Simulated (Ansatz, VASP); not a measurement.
**SiC in VASP and in Ansatz**

```
Si C
1.0
     0.00416    2.14991    2.14991
     2.14991    0.00416    2.14991
     2.14991    2.14991    0.00416
Si C
1 1
Direct
  0.00012 0.00012 0.00012
  0.24988 0.24988 0.24988
```

Change from the starting cell: strained cell.

Alike in both runs: functional PBEsol; k mesh 9 × 9 × 9; occupations gaussian, width 0.02 eV; no spin polarisation.

Ansatz relaxed the structure, and its values are those at the end. VASP's run is a single point on that final structure, the one shown.

|  | VASP | Ansatz |
| --- | --- | --- |
| version | VASP 6.6.1 | Ansatz 0.2.0 |
| potentials or method | VASP PAW PBE potentials, release 64 (Si, C), cutoff 600 eV | scalar-relativistic, plane waves, PAW |
| valence electrons in the cell | 8 | 8 |

VASP gave:

```
gap on the k mesh at the Fermi level (eV) : 1.34
least direct gap on the mesh (eV)         : 4.55
pressure (GPa)                            : 10.5
```

Q: Which values does Ansatz return?

A: gap on the k mesh at the Fermi level (eV): 1.34; least direct gap on the mesh (eV): 4.56; pressure (GPa): 10.2.

VASP's potentials were made for PBE, not for PBEsol. Ansatz's warnings: stress scf threshold loose.
